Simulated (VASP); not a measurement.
Here is a VASP 6.6.1 calculation.

The input INCAR:

```
PREC     = Accurate       # precision mode
ENCUT    = 520            # plane-wave cutoff, eV
EDIFF    = 1E-7           # SCF threshold, eV
ISMEAR   = 0              # smearing method
SIGMA    = 0.1            # smearing width, eV
LREAL    = F              # projectors in reciprocal space
LASPH    = T              # aspherical terms in the spheres
NELM     = 100            # most SCF steps
ALGO     = Normal         # electronic algorithm
ISIF     = 2              # what is computed and relaxed
LWAVE    = F              # write WAVECAR
LCHARG   = F              # write CHGCAR
GGA      = PE             # functional
NBANDS   = 24             # bands
```

File KPOINTS:

```
Automatic mesh
0
Gamma
  6 6 4
```

The input POSCAR:

```
Ti2B3
1.0
    3.6300180028      0.0000000000      0.0000000000
   -1.8150090014      3.1436878066      0.0000000000
    0.0000000000      0.0000000000      4.5320960354
Ti B
2 3
Direct
    0.0000000000      0.0000000000      0.0000000000
    0.3333333333      0.6666666667      0.5000000000
    0.6666666667      0.3333333333      0.1930215064
    0.6666666667      0.3333333333      0.8069784936
    0.0000000000      0.0000000000      0.5000000000
```

Potentials or basis: VASP PAW PBE potentials, release 64 (Ti_sv, B).

Command:

```sh
$ cat potpaw_PBE.64/Ti_sv/POTCAR potpaw_PBE.64/B/POTCAR > POTCAR
$ mpirun -np 1 vasp_std > vasp.out
```

Task: What does it give for the pressure?

Result: 0.2 GPa.

Task: Estimate the band gap on the k mesh.

Result: Zero (an odd number of electrons rules out a gap without spin polarisation).

Forces in eV/Å, atoms in the order of the input:
```
Ti   0.000  0.000  0.000
Ti   0.000  0.000  0.000
B    0.000  0.000 -0.008
B    0.000  0.000  0.008
B    0.000  0.000  0.000
```
